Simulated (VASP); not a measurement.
Crystal: InPd.

```
In Pd
1.0
     3.29355    0.00000    0.00000
     0.00000    3.29355    0.00000
     0.00000    0.00000    3.29355
In Pd
1 1
Direct
  0.00000 0.00000 0.00000
  0.50000 0.50000 0.50000
```

Base run:

```yaml
Program: VASP 6.6.1
Functional: HSE06
Potentials_or_basis: VASP PAW PBE potentials, release 64 (In_d, Pd)
Cutoff: 520 eV
k_mesh: 6 × 6 × 6
Occupations: fermi-dirac, width 0.05 eV
Spin: no spin polarisation
```

Its results: band gap on the k mesh zero (an odd number of electrons rules out a gap without spin polarisation); pressure -2.2 GPa.

**Question.** The run is repeated on the same cell with these changes: functional from HSE06 to PBEsol; k mesh from 6 × 6 × 6 to 8 × 8 × 8. What comes out?

**Answer.** Band gap on the k mesh zero (an odd number of electrons rules out a gap without spin polarisation); pressure -5.1 GPa.

Several settings changed at once.

Caveats: the PAW data sets were made with another functional, which shifts forces and pressure a little; spin-orbit coupling is left out, which moves the levels of the heavy elements; the cell stands under tension (at least some runs).
